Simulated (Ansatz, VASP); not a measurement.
# SiW3 in VASP and in Ansatz

Contents of INCAR:

```
SYSTEM = SiW3
  ALGO = Normal
  EDIFF = 1E-6
  EDIFFG = -0.04
  ENCUT = 600
  GGA = PE
  IBRION = 2
  ISIF = 3
  ISMEAR = 0
  LASPH = .True.
  LCHARG = .False.
  LREAL = .False.
  LWAVE = .False.
  NELM = 100
  NSW = 90
  PREC = Accurate
  SIGMA = 0.1
```

File KPOINTS:

```
k-points
0
Gamma
  6 6 6
  0 0 0
```

Contents of POSCAR:

```
SiW3
1.0
    0.0000000000      3.2237111700      3.2237111700
    3.2237111700      0.0000000000      3.2237111700
    3.2237111700      3.2237111700      0.0000000000
Si W
1 3
Direct
    0.0000000000      0.0000000000      0.0000000000
    0.7500000000      0.7500000000      0.7500000000
    0.5000000000      0.5000000000      0.5000000000
    0.2500000000      0.2500000000      0.2500000000
```

Input for Ansatz:

```yaml
crystal:
  lattice:
    - [0.0, 3.22371117, 3.22371117]
    - [3.22371117, 0.0, 3.22371117]
    - [3.22371117, 3.22371117, 0.0]
  atoms:
    - { symbol: Si, position: [0.0, 0.0, 0.0] }
    - { symbol: W, position: [0.75, 0.75, 0.75] }
    - { symbol: W, position: [0.5, 0.5, 0.5] }
    - { symbol: W, position: [0.25, 0.25, 0.25] }
basis:
  ecutwfc: 420
kpoints:
  mp_grid: { grid: [6, 6, 6] }
hamiltonian:
  xc: pbe
scf:
  occupations: { method: gaussian, width: 0.1 }
  lower_state_search: "off"
output:
  forces: true
  stress: true
  eigenvalues: true
relax:
  adjacent_minimum: "off"
  f_tol: 0.04
  max_steps: 70
  cell: { stress_tol: 0.4 }
```

Alike in both runs: task relaxation of cell and atoms; functional PBE; k mesh 6 × 6 × 6; occupations gaussian, width 0.1 eV; no spin polarisation.

|  | VASP | Ansatz |
| --- | --- | --- |
| version | VASP 6.6.1 | Ansatz 0.2.0 |
| potentials or method | VASP PAW PBE potentials, release 64 (Si, W_sv), cutoff 600 eV | scalar-relativistic, plane waves, PAW |
| valence electrons in the cell | 46 | 46 |

```csv
,VASP,Ansatz,Ansatz less VASP
"gap on the k mesh at the Fermi level, each at its own relaxed structure (eV)",none,none,-
relaxed volume (Å³/atom),15.25,15.23,-0.022
relaxed cell length with the largest relative difference (Å),4.418,4.416,-0.0022
```

A gap of «none» marks a metal or a gap that the smearing closes.

Neither program's run includes spin-orbit coupling.
